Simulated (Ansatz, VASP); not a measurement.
**TiOs: VASP beside Ansatz**

```
CELL_PARAMETERS angstrom
3.08000 0.00000 0.00000
0.00000 3.08000 0.00000
0.00000 0.00000 3.08000
ATOMIC_POSITIONS crystal
Ti 0.50000 0.53247 0.50000
Os 0.00000 0.00000 0.00000
```

Alike in both runs: task single point; functional LDA; k mesh 8 × 8 × 8; occupations fermi-dirac, width 0.05 eV; no spin polarisation.

|  | VASP | Ansatz |
| --- | --- | --- |
| version | VASP 6.6.1 | Ansatz 0.2.0 |
| potentials or method | VASP PAW LDA potentials, release 64 (Ti_sv, Os), cutoff 520 eV | plane waves, PAW |
| valence electrons in the cell | 20 | 28 |

```tsv
	VASP	Ansatz	Ansatz less VASP
rms of the force components (eV/Å)	0.385	0.383	-0.0011
```

LDA's correlation is that of Perdew and Zunger in VASP and of Perdew and Wang (1992) in Ansatz. Atom by atom the forces differ by 0.001 eV/Å (rms over components). VASP's potentials hold 20 valence electrons a cell and Ansatz's 28, so a difference there can come from the potentials and not from the codes.

Spin-orbit coupling is off throughout.
